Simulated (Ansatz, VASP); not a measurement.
One calculation of PbSe, two programs

```xyz
2
Lattice="0.0000 3.0989 2.8603 3.0989 0.0000 2.8603 3.0989 3.0989 0.0000" Properties=species:S:1:pos:R:3 pbc="T T T"
Pb    0.0000    0.0000    0.0000
Se    3.0989    3.0989    2.8603
```

Alike in both runs: task single point; functional PBE; dispersion D3(BJ); k mesh 10 × 10 × 10; occupations gaussian, width 0.03 eV; no spin polarisation.

|  | VASP | Ansatz |
| --- | --- | --- |
| version | VASP 6.6.1 | Ansatz 0.2.0 |
| potentials or method | VASP PAW PBE potentials, release 64 (Pb_d, Se), cutoff 520 eV | scalar-relativistic, plane waves, PAW |
| valence electrons in the cell | 20 | 30 |

|  | VASP | Ansatz | Ansatz less VASP |
| --- | --- | --- | --- |
| gap on the k mesh at the Fermi level (eV) | 0.08 | 0.08 | +0.004 |
| least direct gap on the mesh (eV) | 0.08 | 0.08 | +0.004 |
| pressure (GPa) | 3.9 | 3.9 | +0.01 |
| traceless stress, the component that is largest in VASP (GPa) | 9.45 | 9.43 | -0.021 |

VASP's potentials hold 20 valence electrons a cell and Ansatz's 30, so a difference there can come from the potentials and not from the codes.

Spin-orbit coupling is off throughout.
